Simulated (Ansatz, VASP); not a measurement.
**One calculation of SnS2, two programs**

INCAR

```
PREC     = Accurate       # precision mode
ENCUT    = 500            # plane-wave cutoff, eV
EDIFF    = 1E-7           # SCF threshold, eV
ISMEAR   = 0              # smearing method
SIGMA    = 0.02           # smearing width, eV
LREAL    = F              # projectors in reciprocal space
LASPH    = T              # aspherical terms in the spheres
NELM     = 120            # most SCF steps
ALGO     = Normal         # electronic algorithm
ISIF     = 3              # what is computed and relaxed
LWAVE    = F              # write WAVECAR
LCHARG   = F              # write CHGCAR
GGA      = PS             # functional
IBRION   = 2              # ionic algorithm
NSW      = 100            # ionic steps
EDIFFG   = -0.005         # ionic threshold
GGA_COMPAT= F            
NELMIN   = 4
```

Contents of KPOINTS:

```
Automatic mesh
0
Gamma
  12 12 6
```

The input POSCAR:

```
SnS2
1.0
    3.6390000000      0.0000000000      0.0000000000
   -1.8195000000      3.1514664444      0.0000000000
    0.0000000000      0.0000000000      5.8680000000
Sn S
1 2
Direct
    0.0000000000      0.0000000000      0.0000000000
    0.3333333333      0.6666666667      0.2500000000
    0.6666666667      0.3333333333      0.7500000000
```

Input for Ansatz:

```yaml
crystal:
  lattice:
    - [3.639, 0.0, 0.0]
    - [-1.8195, 3.1514664444, 0.0]
    - [0.0, 0.0, 5.868]
  atoms:
    - { symbol: Sn, position: [0.0, 0.0, 0.0] }
    - { symbol: S, position: [0.3333333333, 0.6666666667, 0.25] }
    - { symbol: S, position: [0.6666666667, 0.3333333333, 0.75] }
basis:
  ecutwfc: 420
kpoints:
  mp_grid: { grid: [12, 12, 6] }
hamiltonian:
  xc: pbesol
scf:
  occupations: { method: gaussian, width: 0.02 }
output:
  forces: true
  stress: true
  eigenvalues: true
relax:
  adjacent_minimum: "off"
  f_tol: 0.005
  max_steps: 80
  cell: { stress_tol: 0.05 }
```

Alike in both runs: task relaxation of cell and atoms; functional PBEsol; k mesh 12 × 12 × 6; occupations gaussian, width 0.02 eV; no spin polarisation.

|  | VASP | Ansatz |
| --- | --- | --- |
| version | VASP 6.6.1 | Ansatz 0.2.0 |
| potentials or method | VASP PAW PBE potentials, release 64 (Sn_d, S), cutoff 500 eV | scalar-relativistic, plane waves, PAW |
| valence electrons in the cell | 26 | 26 |

```tsv
	VASP	Ansatz	Ansatz less VASP
gap on the k mesh at the Fermi level, each at its own relaxed structure (eV)	1.44	1.44	+0.001
relaxed volume (Å³/atom)	23.33	23.33	-0.003
relaxed cell length with the largest relative difference (Å)	6.069	6.062	-0.0077
```

VASP's potentials were made for PBE, not for PBEsol.
